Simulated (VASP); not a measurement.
A run of VASP 6.6.1 is set up as follows.

File INCAR:

```
SYSTEM = TaN
PREC     = Accurate       ! precision mode
ENCUT    = 520            ! plane-wave cutoff, eV
EDIFF    = 1E-8           ! SCF threshold, eV
ISMEAR   = -1             ! smearing method
SIGMA    = 0.01           ! smearing width, eV
LREAL    = .False.        ! projectors in reciprocal space
LASPH    = .True.         ! aspherical terms in the spheres
NELM     = 120            ! most SCF steps
ALGO     = Normal         ! electronic algorithm
ISIF     = 2              ! what is computed and relaxed
LWAVE    = .False.        ! write WAVECAR
LCHARG   = .False.        ! write CHGCAR
GGA      = PE             ! functional
LEFG     = .True.       
NBANDS   = 24             ! bands
GGA_COMPAT= .False.
```

Contents of KPOINTS:

```
Automatic mesh
0
Gamma
  9 9 5
  0 0 0
```

Contents of POSCAR:

```
TaN
1.0
    3.0500010905      0.0000000000      0.0000000000
   -1.5250005453      2.6413784260      0.0000000000
    0.0000000000      0.0000000000      5.0882000000
Ta N
2 2
Direct
    0.3333333333      0.6666666667      0.0000000000
    0.6666666667      0.3333333333      0.5000000000
    0.3333333333      0.6666666667      0.3850000000
    0.6666666667      0.3333333333      0.8850000000
```

Potentials or basis: VASP PAW PBE potentials, release 64 (Ta_pv, N).

Launch:

```sh
$ cat potpaw_PBE.64/Ta_pv/POTCAR potpaw_PBE.64/N/POTCAR > POTCAR
$ mpirun -np 1 vasp_std > vasp.out
```

Predict the band gap on the k mesh.

zero (band 16 reaches 10.08 eV, above the bottom of band 17 at 7.84 eV).

Predict the largest force.

3.670 eV/Å.

Predict the pressure.

121.5 GPa.

Stress tensor (GPa, compression positive):
```
133.58   0.00   0.00
  0.00 133.58   0.00
  0.00   0.00  97.47
```

Caveat: the cell differs from its parent crystal (zz strain of +3 %); without QUAD_EFG the Cq values of the log hold for a quadrupole moment of 1 mb, not for the nuclei; spin-orbit coupling is left out, which moves the levels of the heavy elements; forces of over 1 eV/Å act on the atoms, so gaps and moduli don't describe the material at rest.
